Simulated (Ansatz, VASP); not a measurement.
Two plane-wave programs on SrO

Contents of INCAR:

```
SYSTEM = SrO
PREC     = Accurate       ! precision mode
ENCUT    = 600            ! plane-wave cutoff, eV
EDIFF    = 1E-6           ! SCF threshold, eV
ISMEAR   = 0              ! smearing method
SIGMA    = 0.1            ! smearing width, eV
LREAL    = .FALSE.        ! projectors in reciprocal space
LASPH    = .TRUE.         ! aspherical terms in the spheres
NELM     = 120            ! most SCF steps
ALGO     = Normal         ! electronic algorithm
ISIF     = 2              ! what is computed and relaxed
LWAVE    = .FALSE.        ! write WAVECAR
LCHARG   = .FALSE.        ! write CHGCAR
GGA      = PE             ! functional
NBANDS   = 15             ! bands
GGA_COMPAT= .FALSE.
```

Contents of KPOINTS:

```
regular mesh
0
G
  6 6 6
  0 0 0
```

POSCAR

```
SrO
1.0
    0.0000000000      2.5147797853      2.5147797853
    2.5147797853      0.0000000000      2.5147797853
    2.5147797853      2.5147797853      0.0000000000
Sr O
1 1
Direct
    0.5000000000      0.5000000000      0.5000000000
    0.0000000000      0.0000000000      0.0000000000
```

Input for Ansatz:

```yaml
crystal:
  lattice:
    - [0.0, 2.5147797853, 2.5147797853]
    - [2.5147797853, 0.0, 2.5147797853]
    - [2.5147797853, 2.5147797853, 0.0]
  atoms:
    - { symbol: Sr, position: [0.5, 0.5, 0.5] }
    - { symbol: O, position: [0.0, 0.0, 0.0] }
basis:
  ecutwfc: 420
  ecutrho_ratio: 4
kpoints:
  mp_grid: { grid: [6, 6, 6] }
hamiltonian:
  xc: pbe
scf:
  occupations: { method: gaussian, width: 0.1 }
  convergence: { dr2_threshold: "1e-5 eV" }
output:
  forces: true
  stress: true
  eigenvalues: true
```

Alike in both runs: task single point; functional PBE; k mesh 6 × 6 × 6; occupations gaussian, width 0.1 eV; no spin polarisation.

```csv
,VASP,Ansatz
version,VASP 6.6.1,Ansatz 0.2.0
potentials or method,"VASP PAW PBE potentials, release 64 (Sr_sv, O), cutoff 600 eV","scalar-relativistic, plane waves, PAW"
valence electrons in the cell,16,16
```

```csv
,VASP,Ansatz,Ansatz less VASP
gap on the k mesh at the Fermi level (eV),3.22,3.27,+0.055
least direct gap on the mesh (eV),3.25,3.30,+0.043
pressure (GPa),10.9,10.2,-0.70
```

Ansatz's warnings: force scf threshold loose, stress scf threshold loose.
